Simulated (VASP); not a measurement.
**NaCl: single point with PBEsol**

Crystal: NaCl.

```xyz
2
Lattice="0.0000 2.8332 2.8332 2.8332 0.0000 2.8332 2.8332 2.8332 0.0000" Properties=species:S:1:pos:R:3 pbc="T T T"
Na    0.0000    0.0000    0.0000
Cl    2.8332    2.8332    2.8332
```

- Program: VASP 6.6.1
- Task: single point
- Functional: PBEsol
- Potentials or basis: VASP PAW PBE potentials, release 64 (Na_pv, Cl)
- Cutoff: 500 eV
- k mesh: 6 × 6 × 6
- Occupations: gaussian, width 0.01 eV
- Spin: no spin polarisation
- Dipole correction: no
- Further INCAR settings: ALGO = Normal; EDIFF = 1e-06; NBANDS = 14

```json
{
 "Pressure": "-0.8 GPa",
 "Band gap on the k mesh": "4.88 eV, direct"
}
```

Levels at points of the mesh, in eV from the valence-band top:
| k point | band 5 | band 6 | band 7 | band 8 | band 9 | band 10 |
| --- | --- | --- | --- | --- | --- | --- |
| (0.00, 0.00, 0.00) | 0.00 | 0.00 | 0.00 | 4.88 | 10.98 | 10.98 |
| (0.50, 0.00, 0.00) | -1.93 | -0.26 | -0.26 | 7.05 | 10.39 | 10.83 |
| (0.50, 0.50, 0.00) | -1.67 | -0.60 | -0.60 | 7.40 | 7.90 | 11.03 |

Wall time 21 s on 1 thread of Intel Xeon 8259CL, on a shared host, peak memory 0.16 GiB.

Caveat: the PAW data sets were made with another functional, which shifts forces and pressure a little. A hybrid or GW would open this gap; PBEsol tends to underestimate it.
